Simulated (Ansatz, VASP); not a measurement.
## One calculation of ZnO, two programs

File POSCAR:

```
ZnO
1.0
    3.2353408649      0.0000000000      0.0000000000
   -1.6176704325      2.8018873789      0.0000000000
    0.0000000000      0.0000000000      5.0296106988
Zn O
2 2
Direct
    0.3333333333      0.6666666667     -0.0074825138
    0.6666666667      0.3333333333      0.4925174862
    0.3333333333      0.6666666667      0.3824825138
    0.6666666667      0.3333333333      0.8824825138
```

Contents of INCAR.step1:

```
PREC = Accurate
ENCUT = 520
ISMEAR = 0
SIGMA = 0.01
LREAL = F
LASPH = T
NELM = 100
NBANDS = 26
GGA = PE
ALGO = Normal
EDIFF = 1E-4
LWAVE = T
LCHARG = F
```

Contents of INCAR.step2:

```
PREC = Accurate
ENCUT = 520
EDIFF = 1E-7
ISMEAR = 0
SIGMA = 0.01
LREAL = F
LASPH = T
NELM = 100
ALGO = Normal
ISIF = 2
LWAVE = F
LCHARG = T
METAGGA = R2SCAN
LMIXTAU = T
LELF = T
LVHAR = T
NBANDS = 26
ISTART = 1
```

Contents of KPOINTS:

```
Automatic mesh
0
Gamma
  12 12 6
```

Input for Ansatz:

```yaml
crystal:
  lattice:
    - [3.2353408649, 0.0, 0.0]
    - [-1.6176704325, 2.8018873789, 0.0]
    - [0.0, 0.0, 5.0296106988]
  atoms:
    - { symbol: Zn, position: [0.3333333333, 0.6666666667, -0.0074825138] }
    - { symbol: Zn, position: [0.6666666667, 0.3333333333, 0.4925174862] }
    - { symbol: O, position: [0.3333333333, 0.6666666667, 0.3824825138] }
    - { symbol: O, position: [0.6666666667, 0.3333333333, 0.8824825138] }
kpoints:
  mp_grid: { grid: [12, 12, 6] }
  band_path:
    path:
      - [0.0, 0.0, 0.0]
      - [0.5, 0.0, 0.0]
      - [0.3333333333, 0.3333333333, 0.0]
      - [0.0, 0.0, 0.5]
      - [0.5, 0.0, 0.5]
      - [0.3333333333, 0.3333333333, 0.5]
    npoints: 1
hamiltonian:
  xc: r2scan
scf:
  occupations: { method: fixed }
  n_extra_bands: 5
output:
  forces: true
  stress: true
  eigenvalues: true
```

Change from the starting cell: uniaxial_z strain -3.5%.

Alike in both runs: task single point; functional r2SCAN; k mesh 12 × 12 × 6; no spin polarisation.

|  | VASP | Ansatz |
| --- | --- | --- |
| version | VASP 6.6.1 | Ansatz 0.2.0 |
| potentials or method | VASP PAW PBE potentials, release 64 (Zn, O) | plane waves, PAW |
| plane-wave cutoff (eV) | 520 | 500 |
| occupations | gaussian, width 0.01 eV | fixed |
| valence electrons in the cell | 36 | 36 |

VASP gave:

```
gap on the k mesh at the Fermi level (eV)                     : 1.33
pressure (GPa)                                                : 6.7
traceless stress, the component that is largest in VASP (GPa) : 2.13
rms of the force components (eV/Å)                            : 0.004
```

Problem. Estimate Ansatz's values.

Solution. gap on the k mesh at the Fermi level (eV): 1.33; pressure (GPa): 5.5; traceless stress, the component that is largest in VASP (GPa): 2.08; rms of the force components (eV/Å): 0.001.

VASP's potentials were made for PBE, not for r2SCAN. Atom by atom the forces differ by 0.004 eV/Å (rms over components).
